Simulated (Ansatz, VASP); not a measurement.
**GaN in VASP and in Ansatz**

POSCAR

```
GaN
1.0
   -0.0546884531      2.1170822382      2.1170822382
    2.1170822382     -0.0546884531      2.1170822382
    2.1170822382      2.1170822382     -0.0546884531
Ga N
1 1
Direct
    0.0000000000      0.0000000000      0.0000000000
    0.5000000000      0.5000000000      0.5000000000
```

File INCAR.step1:

```
SYSTEM = GaN
  ALGO = Normal
  EDIFF = 1E-4
  ENCUT = 520
  GGA = PE
  ISMEAR = 0
  LASPH = .True.
  LCHARG = .False.
  LREAL = .False.
  LWAVE = .True.
  NBANDS = 16
  NELM = 100
  PREC = Accurate
  SIGMA = 0.01
```

File INCAR.step2:

```
SYSTEM = GaN
  ALGO = Normal
  EDIFF = 1E-6
  ENCUT = 520
  ISIF = 2
  ISMEAR = 0
  ISTART = 1
  LASPH = .True.
  LCHARG = .False.
  LMIXTAU = .True.
  LREAL = .False.
  LWAVE = .False.
  METAGGA = R2SCAN
  NBANDS = 16
  NELM = 100
  PREC = Accurate
  SIGMA = 0.01
```

The input KPOINTS:

```
k-points
0
Gamma
  10 10 10
  0 0 0
```

Input for Ansatz:

```yaml
crystal:
  lattice:
    - [-0.0546884531, 2.1170822382, 2.1170822382]
    - [2.1170822382, -0.0546884531, 2.1170822382]
    - [2.1170822382, 2.1170822382, -0.0546884531]
  atoms:
    - { symbol: Ga, position: [0.0, 0.0, 0.0] }
    - { symbol: "N", position: [0.5, 0.5, 0.5] }
kpoints:
  mp_grid: { grid: [10, 10, 10] }
  band_path:
    path:
      - [0.0, 0.0, 0.0]
      - [0.5, 0.0, 0.5]
      - [0.625, 0.25, 0.625]
      - [0.375, 0.375, 0.75]
      - [0.5, 0.5, 0.5]
      - [0.5, 0.25, 0.75]
      - [0.0, 0.171875, -0.171875]
      - [0.0, 0.5, 0.5]
    npoints: 1
hamiltonian:
  xc: r2scan
scf:
  occupations: { method: fixed }
  n_extra_bands: 4
output:
  forces: true
  stress: true
  eigenvalues: true
  write_density: true
  write_potential: true
  elf: true
  volumetric_format: npy
```

Change from the starting cell: epitaxial_111 strain +3.0%.

Alike in both runs: task single point; functional r2SCAN; k mesh 10 × 10 × 10; no spin polarisation.

|  | VASP | Ansatz |
| --- | --- | --- |
| version | VASP 6.6.1 | Ansatz 0.2.0 |
| potentials or method | VASP PAW PBE potentials, release 64 (Ga_d, N) | plane waves, PAW |
| plane-wave cutoff (eV) | 520 | 500 |
| occupations | gaussian, width 0.01 eV | fixed |
| valence electrons in the cell | 18 | 18 |

|  | VASP | Ansatz | Ansatz less VASP |
| --- | --- | --- | --- |
| gap on the k mesh at the Fermi level (eV) | 0.72 | 0.74 | +0.021 |
| pressure (GPa) | -10.0 | -10.8 | -0.84 |
| traceless stress, the component that is largest in VASP (GPa) | 5.42 | 5.41 | -0.008 |

VASP's potentials were made for PBE, not for r2SCAN.
